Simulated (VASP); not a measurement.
# MgAl12 in VASP: notebook

Runs on MgAl12. Level: LDA. Tasks: single point.

Everything below comes from runs of VASP 6.6.1. Logs are shortened: lines on timing, memory, paths and dates and some standing lists are left out, and cuts for length are marked.

## (1) The cell of the first run

The cell holds a slab with vacuum, 13 atoms: a = 5.634 Å, b = 5.634 Å, c = 19.604 Å, α = 90.00°, β = 90.00°, γ = 90.00°.

## (2) Single point, LDA

INCAR

```
PREC = Accurate ; ENCUT = 520
EDIFF = 1E-7 ; ISMEAR = 0
SIGMA = 0.1 ; LREAL = F
LASPH = T ; NELM = 80
ALGO = Normal ; ISIF = 2
LWAVE = F ; LCHARG = F
LDIPOL = T ; IDIPOL = 3
DIPOL = 0.5 0.5 0.326 ; GGA = CA
NBANDS = 31
```

KPOINTS

```
Automatic mesh
0
Gamma
  5 5 1
```

POSCAR

```
MgAl12
1.0
    5.6343731020      0.0000000000      0.0000000000
    0.0000000000      5.6343731020      0.0000000000
    0.0000000000      0.0000000000     19.6039189496
Al Mg
12 1
Direct
    0.2500000000      0.2500000000      0.2040408354
    0.2500000000      0.7500000000      0.2040408354
    0.7500000000      0.2500000000      0.2040408354
    0.7500000000      0.7500000000      0.2040408354
    0.0000000000      0.0000000000      0.3086915083
    0.0000000000      0.5000000000      0.3086915083
    0.5000000000      0.0000000000      0.3086915083
    0.5000000000      0.5000000000      0.3086915083
    0.2500000000      0.2500000000      0.4008701533
    0.2500000000      0.7500000000      0.4193445151
    0.7500000000      0.2500000000      0.4193445151
    0.7500000000      0.7500000000      0.4155734517
    0.2500000000      0.2500000000      0.5355070537
```

Potentials or basis: VASP PAW LDA potentials, release 64 (Al, Mg).

The run is started by

```console
$ cat potpaw_LDA.64/Al/POTCAR potpaw_LDA.64/Mg/POTCAR > POTCAR
$ mpirun -np 1 vasp_std > vasp.out
```

OUTCAR:

```text
PREC = Accurate
   ENCUT = 520
   EDIFF = 1E-7
   ISMEAR = 0
   LREAL = F
   LASPH = T
   NELM = 80
   ISIF = 2
   GGA = CA

 ion  position               nearest neighbor table
   1  0.250  0.250  0.204-   2 2.82   3 2.82   2 2.82   3 2.82   7 2.86   8 2.86   5 2.86   6 2.86

   2  0.250  0.750  0.204-   1 2.82   4 2.82   1 2.82   4 2.82   7 2.86   8 2.86   5 2.86   6 2.86

   3  0.750  0.250  0.204-   1 2.82   4 2.82   4 2.82   1 2.82   7 2.86   8 2.86   5 2.86   6 2.86
[... 15 lines left out ...]
  11  0.750  0.250  0.419-  12 2.82  12 2.82   9 2.84   9 2.84   5 2.95   6 2.95   7 2.95   8 2.95

  12  0.750  0.750  0.416-  10 2.82  11 2.82  11 2.82  10 2.82   5 2.89   6 2.89   7 2.89   8 2.89

  13  0.250  0.250  0.536-   9 2.64

  LATTYP: Found a simple tetragonal cell.
 ALAT       =     5.6343731020
 C/A-ratio  =     3.4793434149

  Lattice vectors:

 A1 = (   5.6343731020,   0.0000000000,   0.0000000000)
 A2 = (   0.0000000000,   5.6343731020,   0.0000000000)
 A3 = (   0.0000000000,   0.0000000000,  19.6039189496)

Analysis of symmetry for initial positions (statically):
=====================================================================
 Subroutine PRICEL returns:
 Original cell was already a primitive cell.

 Routine SETGRP: Setting up the symmetry group for a
 simple tetragonal supercell.

 Subroutine GETGRP returns: Found  8 space group operations
 (whereof  2 operations were pure point group operations)
 out of a pool of 16 trial point group operations.

The static configuration has the point symmetry C_1h.
 The point group associated with its full space group is C_4v.

Analysis of symmetry for dynamics (positions and initial velocities):
=====================================================================
 Subroutine PRICEL returns:
 Original cell was already a primitive cell.

 Routine SETGRP: Setting up the symmetry group for a
 simple tetragonal supercell.

 Subroutine GETGRP returns: Found  8 space group operations
 (whereof  2 operations were pure point group operations)
 out of a pool of 16 trial point group operations.

The dynamic configuration has the point symmetry C_1h.
 The point group associated with its full space group is C_4v.

 Subroutine INISYM returns: Found  8 space group operations
 (whereof  2 operations are pure point group operations),
 and found     1 'primitive' translations

----------------------------------------------------------------------------------------

                                     Primitive cell

  volume of cell :     622.3492

  direct lattice vectors                    reciprocal lattice vectors
     5.634373102  0.000000000  0.000000000     0.177482034  0.000000000  0.000000000
     0.000000000  5.634373102  0.000000000     0.000000000  0.177482034  0.000000000
     0.000000000  0.000000000 19.603918950     0.000000000  0.000000000  0.051010209

  length of vectors
     5.634373102  5.634373102 19.603918950     0.177482034  0.177482034  0.051010209

  position of ions in fractional coordinates (direct lattice)
     0.250000000  0.250000000  0.204040835
     0.250000000  0.750000000  0.204040835
     0.750000000  0.250000000  0.204040835
     0.750000000  0.750000000  0.204040835
     0.000000000  0.000000000  0.308691508
     0.000000000  0.500000000  0.308691508
     0.500000000  0.000000000  0.308691508
     0.500000000  0.500000000  0.308691508
     0.250000000  0.250000000  0.400870153
     0.250000000  0.750000000  0.419344515
     0.750000000  0.250000000  0.419344515
     0.750000000  0.750000000  0.415573452
     0.250000000  0.250000000  0.535507054

  ion indices of the primitive-cell ions
   primitive index   ion index
                 1           1
                 2           2
                 3           3
                 4           4
                 5           5
                 6           6
                 7           7
                 8           8
                 9           9
                10          10
                11          11
                12          12
                13          13

----------------------------------------------------------------------------------------

 KPOINTS: Automatic mesh

Automatic generation of k-mesh.
 Grid dimensions read from file:
 generate k-points for:    5    5    1

 Generating k-lattice:

  Cartesian coordinates                     Fractional coordinates (reciprocal lattice)
     0.035496407  0.000000000  0.000000000     0.200000000  0.000000000  0.000000000
     0.000000000  0.035496407  0.000000000     0.000000000  0.200000000  0.000000000
     0.000000000  0.000000000  0.051010209     0.000000000  0.000000000  1.000000000

  Length of vectors
     0.035496407  0.035496407  0.051010209

  Shift w.r.t. Gamma in fractional coordinates (k-lattice)
     0.000000000  0.000000000  0.000000000

 Subroutine IBZKPT returns following result:
 ===========================================

 Found      6 irreducible k-points:

 Following reciprocal coordinates:
            Coordinates               Weight
  0.000000  0.000000  0.000000      1.000000
  0.200000  0.000000  0.000000      4.000000
  0.400000  0.000000  0.000000      4.000000
  0.200000  0.200000  0.000000      4.000000
  0.400000  0.200000  0.000000      8.000000
  0.400000  0.400000  0.000000      4.000000
   k-points           NKPTS =      6   k-points in BZ     NKDIM =      6   number of bands    NBANDS=     31
   number of dos      NEDOS =    301   number of ions     NIONS =     13
   total plane-waves  NPLWV = 264600
   dimension x,y,z NGX =    42 NGY =   42 NGZ =  150
   dimension x,y,z NGXF=    84 NGYF=   84 NGZF=  300
   ions per type =              12   1
   NGX,Y,Z   is equivalent  to a cutoff of  12.39, 12.39, 12.72 a.u.
   NGXF,Y,Z  is equivalent  to a cutoff of  24.78, 24.78, 25.44 a.u.
 SYSTEM =  unknown system
   PREC   = accura    normal or accurate (medium, high low for compatibility)
   ISTART =      0    job   : 0-new  1-cont  2-samecut
   ICHARG =      2    charge: 1-file 2-atom 10-const
   ISPIN  =      1    spin polarized calculation?
   LNONCOLLINEAR =      F non collinear calculations
   LSORBIT =      F    spin-orbit coupling
   LASPH  =      T    aspherical Exc in radial PAW
   ENCUT  =  520.0 eV  38.22 Ry    6.18 a.u.  10.48 10.48 36.45*2*pi/ulx,y,z
   NELM   =     80;   NELMIN=  2; NELMDL= -5     # of ELM steps
   EDIFF  = 0.1E-06   stopping-criterion for ELM
   LREAL  =      F    real-space projection
   EDIFFG = 0.1E-05   stopping-criterion for IOM
   NSW    =      0    number of steps for IOM
   IBRION =     -1    ionic relax: 0-MD 1-quasi-New 2-CG
   NFREE  =      0    steps in history (QN), initial steepest desc. (CG)
   ISIF   =      2    stress and relaxation
   ISYM   =      2    0-nonsym 1-usesym 2-fastsym
   POTIM  = 0.5000    time-step for ionic-motion
   TEBEG  =    0.0;   TEEND  =   0.0 temperature during run
   PSTRESS=    0.0 pullay stress
   NELECT =      38.0000    total number of electrons
   NUPDOWN=      -1.0000    fix difference up-down
   EMIN   =  10.00;   EMAX   =-10.00  energy-range for DOS
   EFERMI =   0.00;   METHOD = LEGACY
   ISMEAR =     0;   SIGMA  =   0.10  broadening in eV -4-tet -1-fermi 0-gaus
   EFERMI_NEDOS =   21; number of points for ismear=-14 and -15
   IALGO  =     38    algorithm
   IMIX   =      4    mixing-type and parameters
     AMIX     =   0.40;   BMIX     =  1.00
     AMIX_MAG =   1.60;   BMIX_MAG =  1.00
  volume/ion in A,a.u.               =      47.87       323.06
  Fermi-wavevector in a.u.,A,eV,Ry     =   0.644651  1.218214  5.654240  0.415575
  Thomas-Fermi vector in A             =   1.712049
   LORBIT       =      0    0 simple, 1 ext, 2 COOP (PROOUT), +10 PAW based schemes
   GGA     = CA    functional components
   LHFCALC =     F    Hartree Fock is set to
   AEXX    =    0.0000 exact exchange contribution
   IVDW    =     0    specifies the selected vdW correction
   LEPSILON=     F    determine dielectric tensor
   LRPA    =     F    only Hartree local field effects (RPA)
 non-spin polarized calculation
 Gauss-broadening in eV      SIGMA  =   0.10
  energy-cutoff  :      520.00
  volume of cell :      622.35
 maximum number of plane-waves:     16813
 NGX is ok and might be reduce to    42
   NGX = 21   NGY = 21   NGZ = 73

 dipolmoment           0.000000      0.000000      0.064382 electrons x Angstroem

 number of electron      38.0000000 magnetization

 dipolmoment           0.000000      0.000000     -0.156967 electrons x Angstroem

 Free energy of the ion-electron system (eV)
  ---------------------------------------------------
  ext. energy  EPLUGINS =         0.00000000
  ---------------------------------------------------
  free energy    TOTEN  =       -46.97436788 eV

  energy without entropy =      -46.96639842  energy(sigma->0) =      -46.97038315

 E-fermi :   0.0065     XC(G=0):  -4.8263

 val. band max:       -0.0818515080   @ k =   0.0000   0.0000   0.0000
 cond. band min:       0.1067157210   @ k =   0.4000   0.0000   0.0000
 fundamental gap:      0.1885672289
 Fermi energy:         0.0064946489

 k-point     1 :       0.0000    0.0000    0.0000
  band No.  band energies     occupation
      1     -10.4195      2.00000
      2      -8.2846      2.00000
      3      -6.0519      2.00000
      4      -5.7948      2.00000
      5      -5.7948      2.00000
      6      -5.7944      2.00000
[... 193 lines left out ...]
     30       2.8388      0.00000
     31       3.0070      0.00000

------------------------ aborting loop because EDIFF is reached ----------------------------------------

 vacuum level on the upper side and lower side of the slab       (xc-potential included)        -0.780         0.190

  FORCE on cell =-STRESS in cart. coord.  units (eV):
  Direction    XX          YY          ZZ          XY          YZ          ZX
  --------------------------------------------------------------------------------------
  -------------------------------------------------------------------------------------
  Total       -8.2354252     -8.2354252     -0.0560630      0.0000000      0.0000000     -0.0000000
  in kB      -21.2013008    -21.2013008     -0.1443288      0.0000000      0.0000000     -0.0000000
  external PRESSURE =     -14.1823101 kB  Pullay stress =       0.0000000 kB

 VOLUME and BASIS-vectors are now :
 -----------------------------------------------------------------------------
  energy-cutoff  :      520.00
  volume of cell :      622.35
      direct lattice vectors                 reciprocal lattice vectors
     5.634373102  0.000000000  0.000000000     0.177482034  0.000000000  0.000000000
     0.000000000  5.634373102  0.000000000     0.000000000  0.177482034  0.000000000
     0.000000000  0.000000000 19.603918950     0.000000000  0.000000000  0.051010209

 POSITION                                       TOTAL-FORCE (eV/Angst)
 -----------------------------------------------------------------------------------
      1.40859      1.40859      4.00000        -0.000000      0.000000      0.098083
      1.40859      4.22578      4.00000        -0.000000      0.000000      0.008484
      4.22578      1.40859      4.00000         0.000000      0.000000      0.008484
      4.22578      4.22578      4.00000         0.000000      0.000000     -0.123712
      0.00000      0.00000      6.05156        -0.218206     -0.218206      0.001633
      0.00000      2.81719      6.05156        -0.218206      0.218206      0.001633
      2.81719      0.00000      6.05156         0.218206     -0.218206      0.001633
      2.81719      2.81719      6.05156         0.218206      0.218206      0.001633
      1.40859      1.40859      7.85863        -0.000000      0.000000      0.021369
      1.40859      4.22578      8.22080         0.000000      0.000000      0.003912
      4.22578      1.40859      8.22080         0.000000      0.000000      0.003912
      4.22578      4.22578      8.14687        -0.000000      0.000000      0.002995
      1.40859      1.40859     10.49804        -0.000000      0.000000     -0.030061
 -----------------------------------------------------------------------------------
    total drift:                               -0.000000     -0.000000     -0.000443

  FREE ENERGIE OF THE ION-ELECTRON SYSTEM (eV)
  ---------------------------------------------------
  free  energy   TOTEN  =       -46.9743678800 eV

  energy  without entropy=      -46.9663984194  energy(sigma->0) =      -46.97038315

 vacuum level on the upper side and lower side of the slab         3.262         4.257
```

Wall time 2.1 min (1 thread of Intel Xeon 6975P-C (Granite Rapids), shared host); peak memory 0.46 GiB.

Results:

| Property | Result |
| --- | --- |
| Free energy | -46.9744 eV |
| Largest force | 0.309 eV/Å |
| Band gap on the k mesh | zero (band 19 reaches 0.55 eV, above the bottom of band 20 at -0.30 eV) |

Forces in eV/Å, atoms in the order of the input:
```
Al   0.000  0.000  0.098
Al   0.000  0.000  0.008
Al   0.000  0.000  0.008
Al   0.000  0.000 -0.124
Al  -0.218 -0.218  0.002
Al  -0.218  0.218  0.002
Al   0.218 -0.218  0.002
Al   0.218  0.218  0.002
Al   0.000  0.000  0.021
Al   0.000  0.000  0.004
Al   0.000  0.000  0.004
Al   0.000  0.000  0.003
Mg   0.000  0.000 -0.030
```

## (3) Single point, LDA

INCAR

```
SYSTEM = MgAl12
ALGO = Normal ; DIPOL = 0.5 0.5 0.324
EDIFF = 1E-6 ; ENCUT = 520
GGA = CA ; IDIPOL = 3
ISIF = 2 ; ISMEAR = 0
LASPH = .TRUE. ; LCHARG = .FALSE.
LDIPOL = .TRUE. ; LREAL = .FALSE.
LWAVE = .FALSE. ; NBANDS = 31
NELM = 80 ; PREC = Accurate
SIGMA = 0.1
```

KPOINTS

```
k-points
0
G
  5 5 1
  0 0 0
```

Edit POSCAR of step 2 so:

```diff
@@ -16,6 +16,6 @@
     0.5000000000      0.5000000000      0.3086915083
-    0.2500000000      0.2500000000      0.4008701533
-    0.2500000000      0.7500000000      0.4193445151
-    0.7500000000      0.2500000000      0.4193445151
-    0.7500000000      0.7500000000      0.4155734517
-    0.2500000000      0.2500000000      0.5355070537
+    0.2446095007      0.2446095007      0.4124000662
+    0.2446095007      0.7553904993      0.4124000662
+    0.7553904993      0.2446095007      0.4124000662
+    0.7553904993      0.7553904993      0.4124000662
+    0.5000000000      0.5000000000      0.5119130432
```

Potentials or basis: VASP PAW LDA potentials, release 64 (Al, Mg).

The run is started by

```console
$ cat potpaw_LDA.64/Al/POTCAR potpaw_LDA.64/Mg/POTCAR > POTCAR
$ mpirun -np 1 vasp_std > vasp.out
```

OUTCAR:

```text
SYSTEM = MgAl12
   EDIFF = 1E-6
   ENCUT = 520
   GGA = CA
   ISIF = 2
   ISMEAR = 0
   LASPH = .TRUE.
   LREAL = .FALSE.
   NELM = 80
   PREC = Accurate

 ion  position               nearest neighbor table
   1  0.250  0.250  0.204-   2 2.82   3 2.82   2 2.82   3 2.82   7 2.86   8 2.86   5 2.86   6 2.86

   2  0.250  0.750  0.204-   1 2.82   4 2.82   1 2.82   4 2.82   7 2.86   8 2.86   5 2.86   6 2.86

   3  0.750  0.250  0.204-   1 2.82   4 2.82   4 2.82   1 2.82   7 2.86   8 2.86   5 2.86   6 2.86
[... 4 lines left out ...]
                             1 2.86   2 2.86   3 2.86   4 2.86
   6  0.000  0.500  0.309-   5 2.82   8 2.82   5 2.82   8 2.82  11 2.85  12 2.85   9 2.85  10 2.85
                             1 2.86   2 2.86   3 2.86   4 2.86
[... 435 lines left out ...]
     0.000000000  5.634373102  0.000000000     0.000000000  0.177482034  0.000000000
     0.000000000  0.000000000 19.603918950     0.000000000  0.000000000  0.051010209

 POSITION                                       TOTAL-FORCE (eV/Angst)
 -----------------------------------------------------------------------------------
      1.40859      1.40859      4.00000        -0.029153     -0.029153     -0.015906
      1.40859      4.22578      4.00000        -0.029153      0.029153     -0.015906
      4.22578      1.40859      4.00000         0.029153     -0.029153     -0.015906
      4.22578      4.22578      4.00000         0.029153      0.029153     -0.015906
      0.00000      0.00000      6.05156        -0.000000      0.000000     -0.195322
      0.00000      2.81719      6.05156        -0.000000      0.000000     -0.003624
      2.81719      0.00000      6.05156        -0.000000      0.000000     -0.003624
      2.81719      2.81719      6.05156        -0.000000      0.000000      0.217685
      1.37822      1.37822      8.08466        -0.004390     -0.004390      0.020285
      1.37822      4.25615      8.08466        -0.004390      0.004390      0.020285
      4.25615      1.37822      8.08466         0.004390     -0.004390      0.020285
      4.25615      4.25615      8.08466         0.004390      0.004390      0.020285
      2.81719      2.81719     10.03550        -0.000000      0.000000     -0.032630
 -----------------------------------------------------------------------------------
    total drift:                               -0.000000     -0.000000      0.000387

  FREE ENERGIE OF THE ION-ELECTRON SYSTEM (eV)
  ---------------------------------------------------
  free  energy   TOTEN  =       -47.5807017865 eV

  energy  without entropy=      -47.5540210189  energy(sigma->0) =      -47.56736140

 vacuum level on the upper side and lower side of the slab         3.214         4.346
```

OSZICAR:

```text
N       E                     dE             d eps       ncg     rms          rms(c)
DAV:   1     0.117719274344E+03    0.11772E+03   -0.11132E+04   372   0.853E+02
DAV:   2    -0.420403831009E+02   -0.15976E+03   -0.15216E+03   499   0.145E+02
DAV:   3    -0.505804884555E+02   -0.85401E+01   -0.83269E+01   457   0.330E+01
[... 17 lines left out ...]
DAV:  21    -0.475806948993E+02   -0.22171E-04   -0.61986E-06   373   0.725E-03    0.731E-04
DAV:  22    -0.475806978034E+02   -0.29041E-05   -0.59002E-07   346   0.309E-03    0.679E-04
DAV:  23    -0.475806999340E+02   -0.21306E-05   -0.81315E-07   318   0.252E-03    0.668E-04
DAV:  24    -0.475807010523E+02   -0.11183E-05   -0.20302E-07   309   0.179E-03    0.290E-04
DAV:  25    -0.475807017865E+02   -0.73422E-06   -0.15616E-07   331   0.134E-03
   1 F= -.47580702E+02 E0= -.47567361E+02  d E =-.266808E-01
```

stdout:

```text
POSCAR found type information on POSCAR AlMg
 POSCAR found :  2 types and      13 ions
 scaLAPACK will be used
 LDA part: xc-table for (Slater(with rela. corr.)+CA(PZ))
 , standard interpolation
 POSCAR, INCAR and KPOINTS ok, starting setup
 FFT: planning ... GRIDC
 FFT: planning ... GRID_SOFT
 FFT: planning ... GRID
 WAVECAR not read
 entering main loop
```

It took 2 min on 1 thread of Intel Xeon 6975P-C (Granite Rapids), shared host; peak memory 0.46 GiB.

Results:

```
Free energy            : -47.5807 eV
Largest force          : 0.218 eV/Å
Band gap on the k mesh : zero (band 19 reaches 0.59 eV, above the bottom of band 20 at -0.16 eV)
```

Forces in eV/Å, atoms in the order of the input:
```
Al  -0.029 -0.029 -0.016
Al  -0.029  0.029 -0.016
Al   0.029 -0.029 -0.016
Al   0.029  0.029 -0.016
Al   0.000  0.000 -0.195
Al   0.000  0.000 -0.004
Al   0.000  0.000 -0.004
Al   0.000  0.000  0.218
Al  -0.004 -0.004  0.020
Al  -0.004  0.004  0.020
Al   0.004 -0.004  0.020
Al   0.004  0.004  0.020
Mg   0.000  0.000 -0.033
```
